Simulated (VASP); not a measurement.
# Fe (Im-3m) in VASP: notebook

Fe is run at these levels: LDA, PBE; tasks: single point.

Program: VASP 6.6.1. These are calculated values, not measurements. Logs are shortened: lines on timing, memory, paths and dates and some standing lists are left out, and cuts for length are marked.

## Step 1: The cell of the first run

Symmetry: Im-3m, No. 229, cubic system. Conventional cell: a = 2.905 Å, b = 2.905 Å, c = 2.905 Å, α = 90.00°, β = 90.00°, γ = 90.00°. Within 3.3 Å of Fe (site symmetry m-3m) lie 14 Fe at 2.52 to 2.91 Å.

## Step 2: Single point, LDA, collinear spin, ferromagnetic start (volume scaled by 1.02)

Contents of INCAR:

```
PREC = Accurate
ENCUT = 520
EDIFF = 1E-6
ISMEAR = -1
SIGMA = 0.05
LREAL = False
LASPH = True
NELM = 150
ALGO = Fast
ISIF = 2
LWAVE = False
LCHARG = False
ISPIN = 2
MAGMOM = 3
LORBIT = 11
LMAXMIX = 4
GGA = CA
NBANDS = 14
```

Contents of KPOINTS:

```
Automatic mesh
0
Gamma
  13 13 13
```

Contents of POSCAR:

```
Fe
1.0
   -1.4525565699      1.4525565699      1.4525565699
    1.4525565699     -1.4525565699      1.4525565699
    1.4525565699      1.4525565699     -1.4525565699
Fe
1
Direct
    0.0000000000      0.0000000000      0.0000000000
```

Potentials or basis: VASP PAW LDA potentials, release 64 (Fe).

The run is started by

```bash
$ cat potpaw_LDA.64/Fe/POTCAR > POTCAR
$ mpirun -np 1 vasp_std > vasp.out
```

OUTCAR:

```text
PREC = Accurate
   ENCUT = 520
   EDIFF = 1E-6
   ISMEAR = -1
   LREAL = False
   LASPH = True
   NELM = 150
   ISIF = 2
   ISPIN = 2
   LORBIT = 11
   GGA = CA

 ion  position               nearest neighbor table
   1  0.000  0.000  0.000-

  LATTYP: Found a body centered cubic cell.
 ALAT       =     2.9051131398

  Lattice vectors:

 A1 = (  -1.4525565699,   1.4525565699,   1.4525565699)
 A2 = (   1.4525565699,  -1.4525565699,   1.4525565699)
 A3 = (   1.4525565699,   1.4525565699,  -1.4525565699)

Analysis of symmetry for initial positions (statically):
=====================================================================
 Subroutine PRICEL returns:
 Original cell was already a primitive cell.

 Routine SETGRP: Setting up the symmetry group for a
 body centered cubic supercell.

 Subroutine GETGRP returns: Found 48 space group operations
 (whereof 48 operations were pure point group operations)
 out of a pool of 48 trial point group operations.

The static configuration has the point symmetry O_h .

Analysis of symmetry for dynamics (positions and initial velocities):
=====================================================================
 Subroutine PRICEL returns:
 Original cell was already a primitive cell.

 Routine SETGRP: Setting up the symmetry group for a
 body centered cubic supercell.

 Subroutine GETGRP returns: Found 48 space group operations
 (whereof 48 operations were pure point group operations)
 out of a pool of 48 trial point group operations.

The dynamic configuration has the point symmetry O_h .

Analysis of structural, dynamic, and magnetic symmetry:
=====================================================================
 Subroutine PRICEL returns:
 Original cell was already a primitive cell.

 Routine SETGRP: Setting up the symmetry group for a
 body centered cubic supercell.

 Subroutine GETGRP returns: Found 48 space group operations
 (whereof 48 operations were pure point group operations)
 out of a pool of 48 trial point group operations.

The overall configuration has the point symmetry O_h .

 Subroutine INISYM returns: Found 48 space group operations
 (whereof 48 operations are pure point group operations),
 and found     1 'primitive' translations

----------------------------------------------------------------------------------------

                                     Primitive cell

  volume of cell :      12.2591

  direct lattice vectors                    reciprocal lattice vectors
    -1.452556570  1.452556570  1.452556570     0.000000000  0.344220673  0.344220673
     1.452556570 -1.452556570  1.452556570     0.344220673  0.000000000  0.344220673
     1.452556570  1.452556570 -1.452556570     0.344220673  0.344220673  0.000000000

  length of vectors
     2.515901780  2.515901780  2.515901780     0.486801544  0.486801544  0.486801544

  position of ions in fractional coordinates (direct lattice)
     0.000000000  0.000000000  0.000000000

  ion indices of the primitive-cell ions
   primitive index   ion index
                 1           1

----------------------------------------------------------------------------------------

 KPOINTS: Automatic mesh

Automatic generation of k-mesh.
 Grid dimensions read from file:
 generate k-points for:   13   13   13

 Generating k-lattice:

  Cartesian coordinates                     Fractional coordinates (reciprocal lattice)
     0.000000000  0.026478513  0.026478513     0.076923077  0.000000000  0.000000000
     0.026478513  0.000000000  0.026478513     0.000000000  0.076923077  0.000000000
     0.026478513  0.026478513  0.000000000     0.000000000  0.000000000  0.076923077

  Length of vectors
     0.037446273  0.037446273  0.037446273

  Shift w.r.t. Gamma in fractional coordinates (k-lattice)
     0.000000000  0.000000000  0.000000000

 Subroutine IBZKPT returns following result:
 ===========================================

 Found     84 irreducible k-points:

 Following reciprocal coordinates:
            Coordinates               Weight
  0.000000  0.000000  0.000000      1.000000
  0.076923  0.000000  0.000000     12.000000
  0.153846  0.000000  0.000000     12.000000
  0.230769  0.000000  0.000000     12.000000
  0.307692  0.000000  0.000000     12.000000
  0.384615  0.000000  0.000000     12.000000
[... 16 lines left out ...]
  0.153846  0.076923  0.076923     24.000000
  0.230769  0.076923  0.076923     24.000000
 [... further k-points ...]
   k-points           NKPTS =     84   k-points in BZ     NKDIM =     84   number of bands    NBANDS=     14
   number of dos      NEDOS =    301   number of ions     NIONS =      1
   total plane-waves  NPLWV =   8000
   dimension x,y,z NGX =    20 NGY =   20 NGZ =   20
   dimension x,y,z NGXF=    40 NGYF=   40 NGZF=   40
   ions per type =               1
   NGX,Y,Z   is equivalent  to a cutoff of  13.22, 13.22, 13.22 a.u.
   NGXF,Y,Z  is equivalent  to a cutoff of  26.43, 26.43, 26.43 a.u.
 SYSTEM =  unknown system
   PREC   = accura    normal or accurate (medium, high low for compatibility)
   ISTART =      0    job   : 0-new  1-cont  2-samecut
   ICHARG =      2    charge: 1-file 2-atom 10-const
   ISPIN  =      2    spin polarized calculation?
   LNONCOLLINEAR =      F non collinear calculations
   LSORBIT =      F    spin-orbit coupling
   LASPH  =      T    aspherical Exc in radial PAW
   ENCUT  =  520.0 eV  38.22 Ry    6.18 a.u.   4.68  4.68  4.68*2*pi/ulx,y,z
   NELM   =    150;   NELMIN=  2; NELMDL= -5     # of ELM steps
   EDIFF  = 0.1E-05   stopping-criterion for ELM
   LREAL  =      F    real-space projection
   EDIFFG = 0.1E-04   stopping-criterion for IOM
   NSW    =      0    number of steps for IOM
   IBRION =     -1    ionic relax: 0-MD 1-quasi-New 2-CG
   NFREE  =      0    steps in history (QN), initial steepest desc. (CG)
   ISIF   =      2    stress and relaxation
   ISYM   =      2    0-nonsym 1-usesym 2-fastsym
   POTIM  = 0.5000    time-step for ionic-motion
   TEBEG  =    0.0;   TEEND  =   0.0 temperature during run
   PSTRESS=    0.0 pullay stress
   NELECT =       8.0000    total number of electrons
   NUPDOWN=      -1.0000    fix difference up-down
   EMIN   =  10.00;   EMAX   =-10.00  energy-range for DOS
   EFERMI =   0.00;   METHOD = LEGACY
   ISMEAR =    -1;   SIGMA  =   0.05  broadening in eV -4-tet -1-fermi 0-gaus
   EFERMI_NEDOS =   21; number of points for ismear=-14 and -15
   IALGO  =     68    algorithm
   IMIX   =      4    mixing-type and parameters
     AMIX     =   0.40;   BMIX     =  1.00
     AMIX_MAG =   1.60;   BMIX_MAG =  1.00
  volume/ion in A,a.u.               =      12.26        82.73
  Fermi-wavevector in a.u.,A,eV,Ry     =   1.419989  2.683391 27.434379  2.016370
  Thomas-Fermi vector in A             =   2.540952
   LORBIT       =     11    0 simple, 1 ext, 2 COOP (PROOUT), +10 PAW based schemes
   GGA     = CA    functional components
   LHFCALC =     F    Hartree Fock is set to
   AEXX    =    0.0000 exact exchange contribution
   IVDW    =     0    specifies the selected vdW correction
   LEPSILON=     F    determine dielectric tensor
   LRPA    =     F    only Hartree local field effects (RPA)
 spin polarized calculation
 RMM-DIIS sequential band-by-band and
  energy-cutoff  :      520.00
  volume of cell :       12.26
 maximum number of plane-waves:       341
   NGX =  9   NGY =  9   NGZ =  9

 number of electron       7.9999994 magnetization       2.2114407

 Free energy of the ion-electron system (eV)
  ---------------------------------------------------
  ext. energy  EPLUGINS =         0.00000000
  ---------------------------------------------------
  free energy    TOTEN  =        -9.02848131 eV

  energy without entropy =       -9.01722289  energy(sigma->0) =       -9.02285210

 E-fermi :   4.8877     XC(G=0): -12.9934

 val. band max:        4.8812813913   @ k =  -0.4615  -0.4615   0.3846
 cond. band min:       4.8932029442   @ k =   0.3077   0.0769   0.0000
 fundamental gap:      0.0119215529
 Fermi energy:         4.8876842845

 spin component 1

 k-point     1 :       0.0000    0.0000    0.0000
  band No.  band energies     occupation
      1      -3.1662      1.00000
      2       2.7694      1.00000
      3       2.7694      1.00000
      4       2.7694      1.00000
      5       3.9698      1.00000
      6       3.9698      1.00000
      7      29.0510      0.00000
      8      29.0510      0.00000
      9      29.0510      0.00000
     10      33.7117      0.00000
     11      33.7117      0.00000
     12      35.5154      0.00000
     13      35.5166      0.00000
     14      35.5167      0.00000
[... 375 lines left out ...]
 k-point    24 :       0.2308    0.0769    0.0769
  band No.  band energies     occupation
      1       0.1238      1.00000
      2       2.0249      1.00000
      3       2.3842      1.00000
      4       3.9040      1.00000
      5       4.0603      1.00000
      6       4.9770      0.14353
      7      17.5110      0.00000
      8      21.5379      0.00000
      9      22.9955      0.00000
     10      30.5604      0.00000
     11      34.0933      0.00000
     12      36.4129      0.00000
     13      38.2074      0.00000
     14      41.3560      0.00000

 [... further k-points ...]

 spin component 2

 k-point     1 :       0.0000    0.0000    0.0000
  band No.  band energies     occupation
      1      -2.8143      1.00000
      2       4.5944      0.99717
      3       4.5944      0.99717
      4       4.5944      0.99717
      5       6.2701      0.00000
      6       6.2701      0.00000
      7      29.1698      0.00000
      8      29.1698      0.00000
      9      29.1698      0.00000
     10      34.1443      0.00000
     11      34.1443      0.00000
     12      36.4009      0.00000
     13      36.4011      0.00000
     14      36.4012      0.00000
[... 375 lines left out ...]
 k-point    24 :       0.2308    0.0769    0.0769
  band No.  band energies     occupation
      1       0.7051      1.00000
      2       3.7040      1.00000
      3       3.9238      1.00000
      4       6.1271      0.00000
      5       6.3807      0.00000
      6       6.8615      0.00000
      7      18.3513      0.00000
      8      22.1200      0.00000
      9      23.7023      0.00000
     10      30.9100      0.00000
     11      34.7508      0.00000
     12      36.8489      0.00000
     13      38.6839      0.00000
     14      41.9390      0.00000

 [... further k-points ...]
[... 5 lines left out ...]
  --------------------------------------------------------------------------------------
  -------------------------------------------------------------------------------------
  Total       -2.1906574     -2.1906574     -2.1906574     -0.0000000     -0.0000000      0.0000000
  in kB     -286.3029970   -286.3029970   -286.3029970     -0.0000000     -0.0000000      0.0000000
  external PRESSURE =    -286.3029970 kB  Pullay stress =       0.0000000 kB

 VOLUME and BASIS-vectors are now :
 -----------------------------------------------------------------------------
  energy-cutoff  :      520.00
  volume of cell :       12.26
      direct lattice vectors                 reciprocal lattice vectors
    -1.452556570  1.452556570  1.452556570     0.000000000  0.344220673  0.344220673
     1.452556570 -1.452556570  1.452556570     0.344220673  0.000000000  0.344220673
     1.452556570  1.452556570 -1.452556570     0.344220673  0.344220673  0.000000000

 POSITION                                       TOTAL-FORCE (eV/Angst)
 -----------------------------------------------------------------------------------
      0.00000      0.00000      0.00000        -0.000000     -0.000000      0.000000
 -----------------------------------------------------------------------------------
    total drift:                                0.000000     -0.000000      0.000000

  FREE ENERGIE OF THE ION-ELECTRON SYSTEM (eV)
  ---------------------------------------------------
  free  energy   TOTEN  =        -9.0284813086 eV

  energy  without entropy=       -9.0172228880  energy(sigma->0) =       -9.02285210

 total charge

# of ion       s       p       d       tot
------------------------------------------
    1        0.458   0.470   6.206   7.134

 magnetization (x)

# of ion       s       p       d       tot
------------------------------------------
    1       -0.012  -0.038   2.248   2.197
```

Run time: 16 s. Hardware: 1 thread of Intel Xeon 6975P-C, shared host; peak memory 0.14 GiB.

Results:

```yaml
Free_energy: -9.0285 eV
Pressure: -28.6 GPa
Net_moment: 2.21 μB per cell
Site_moments: Fe +2.20 μB
Valence_electrons_inside_the_program's_atomic_spheres: Fe 7.13
```

(Continued in part 2 of 2.)
